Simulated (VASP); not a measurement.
Input of a VASP 6.6.1 run:

File INCAR:

```
ALGO = Normal
EDIFF = 1E-6
ENCUT = 520
GGA = PS
ISIF = 2
ISMEAR = 0
ISYM = 0
LASPH = True
LCHARG = False
LREAL = False
LWAVE = False
NBANDS = 14
NELM = 60
PREC = Accurate
SIGMA = 0.1
```

KPOINTS

```
k-points
0
Gamma
  12 12 13
```

The input POSCAR:

```
HfN
1.0
    3.1830776067      0.0000000000      0.0000000000
   -1.5915388034      2.7566260697      0.0000000000
    1.5915388034      0.9188753566      2.5989719827
Hf N
1 1
Direct
    0.0000000000      0.5000000000      0.5000000000
    0.0000000000      0.0000000000      0.0000000000
```

Potentials or basis: VASP PAW PBE potentials, release 64 (Hf_pv, N).

Command:

```sh
$ cat potpaw_PBE.64/Hf_pv/POTCAR potpaw_PBE.64/N/POTCAR > POTCAR
$ mpirun -np 1 vasp_std > vasp.out
```

What does it give for the pressure?

-2.2 GPa.

Predict the band gap on the k mesh.

zero (an odd number of electrons rules out a gap without spin polarisation).

Caveat: the PAW data sets were made with another functional, which shifts forces and pressure a little; spin-orbit coupling is left out, which moves the levels of the heavy elements.
